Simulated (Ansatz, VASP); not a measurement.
**Ti3Ag: VASP beside Ansatz**

File INCAR:

```
SYSTEM = Ti3Ag
  PREC = Accurate
  ENCUT = 520
  EDIFF = 1E-8
  ISMEAR = -1
  SIGMA = 0.08
  LREAL = .False.
  LASPH = .True.
  NELM = 60
  ALGO = Normal
  ISIF = 2
  LWAVE = .False.
  LCHARG = .False.
  LEFG = .True.
  NBANDS = 32
```

KPOINTS

```
Automatic mesh
0
Gamma
  9 9 9
  0 0 0
```

The input POSCAR:

```
Ti3Ag
1.0
    4.2691188875      0.0000000000      0.0000000000
    0.0000000000      4.2691188875      0.0000000000
    0.0000000000      0.0000000000      4.0274706486
Ti Ag
3 1
Direct
    0.0000000000      0.5000000000      0.5000000000
    0.5000000000      0.0000000000      0.5000000000
    0.5000000000      0.5000000000      0.0000000000
    0.0000000000      0.0000000000      0.0000000000
```

Input for Ansatz:

```yaml
crystal:
  lattice:
    - [4.2691188875, 0.0, 0.0]
    - [0.0, 4.2691188875, 0.0]
    - [0.0, 0.0, 4.0274706486]
  atoms:
    - { symbol: Ti, position: [0.0, 0.5, 0.5] }
    - { symbol: Ti, position: [0.5, 0.0, 0.5] }
    - { symbol: Ti, position: [0.5, 0.5, 0.0] }
    - { symbol: Ag, position: [0.0, 0.0, 0.0] }
kpoints:
  mp_grid: { grid: [9, 9, 9] }
scf:
  occupations: { method: fermi_dirac, width: 0.08 }
hamiltonian:
  xc: lda
  pseudopotentials: { kind: all_electron, datasets: crystal }
output:
  forces: true
  stress: true
  eigenvalues: true
  efg: { contact_densities: true }
```

Change from the starting cell: volume scaled by 1.06, crystal datasets.

Alike in both runs: task electric field gradients; functional LDA; k mesh 9 × 9 × 9; occupations fermi-dirac, width 0.08 eV; no spin polarisation.

```csv
,VASP,Ansatz
version,VASP 6.6.1,Ansatz 0.2.0
potentials or method,"VASP PAW LDA potentials, release 64 (Ti_sv, Ag), cutoff 520 eV","all-electron PAW with datasets made for the crystal, scalar-relativistic"
```

|  | VASP | Ansatz | Ansatz less VASP |
| --- | --- | --- | --- |
| pressure (GPa) | -14.5 | -14.6 | -0.13 |
| traceless stress, the component that is largest in VASP (GPa) | 1.35 | 1.36 | +0.008 |
| size of Vzz on the site where it differs most (V/Å²) | 12.4 | 15.6 | +3.22 |

LDA's correlation is that of Perdew and Zunger in VASP and of Perdew and Wang (1992) in Ansatz. Ansatz ran all-electron here, and VASP with PAW potentials.
